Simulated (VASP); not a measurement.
Write the native input for VASP 6.6.1 that does the following.

- Task: relaxation of cell and atoms
- Functional: PBE
- Dispersion: D3(BJ)
- Potentials or basis: VASP PAW PBE potentials, release 64 (Os)
- Cutoff: 600 eV
- k mesh: 18 × 18 × 10
- Occupations: gaussian, width 0.1 eV
- Spin: no spin polarisation
- Dipole correction: no
- Further INCAR settings: ALGO = Normal; EDIFF = 1e-06; IBRION = 2; EDIFFG = -0.005; NSW = 100; ISIF = 3

The structure of Os lies in POSCAR:

```
Os
1.0
    2.7340999755      0.0000000000      0.0000000000
   -1.3670499878      2.3678000353      0.0000000000
    0.0000000000      0.0000000000      4.3197000000
Os
2
Direct
    0.3333333333      0.6666666667      0.2500000000
    0.6666666667      0.3333333333      0.7500000000
```

The input as run:

INCAR

```
PREC     = Accurate       # precision mode
ENCUT    = 600            # plane-wave cutoff, eV
EDIFF    = 1E-6           # SCF threshold, eV
ISMEAR   = 0              # smearing method
SIGMA    = 0.1            # smearing width, eV
LREAL    = False          # projectors in reciprocal space
LASPH    = True           # aspherical terms in the spheres
NELM     = 60             # most SCF steps
ALGO     = Normal         # electronic algorithm
ISIF     = 3              # what is computed and relaxed
LWAVE    = False          # write WAVECAR
LCHARG   = False          # write CHGCAR
GGA      = PE             # functional
IVDW     = 12             # dispersion correction
IBRION   = 2              # ionic algorithm
NSW      = 100            # ionic steps
EDIFFG   = -0.005         # ionic threshold
```

KPOINTS

```
Automatic mesh
0
Gamma
  18 18 10
```

Potentials or basis: VASP PAW PBE potentials, release 64 (Os).

Launch:

```bash
$ cat potpaw_PBE.64/Os/POTCAR > POTCAR
$ mpirun -np 1 vasp_std > vasp.out
```

Results of the run:

```yaml
Relaxed_volume: 14.02 Å³/atom
Relaxed_cell: a = 2.736 Å, b = 2.736 Å, c = 4.327 Å, α = 90.00°, β = 90.00°, γ = 120.00°
Space_group_after_relaxing_to_0.1_Å: P6_3/mmc (No. 194)
Energy_gained_by_relaxing: 0.1 meV/atom
Ionic_steps: 8
Pressure_after_relaxing: 0.0 GPa
Band_gap_on_the_k_mesh: zero (bands 8 and 9 overlap by 3.93 eV)
Dispersion_energy_per_atom: -0.653 eV
```

Caveat: spin-orbit coupling is left out, which moves the levels of the heavy elements.

Run time: 3 min on 1 thread of Intel(R) Xeon(R) Platinum 8259CL CPU @ 2.50GHz (Skylake/Cascade Lake), with other jobs on the host, peak memory 0.24 GiB.
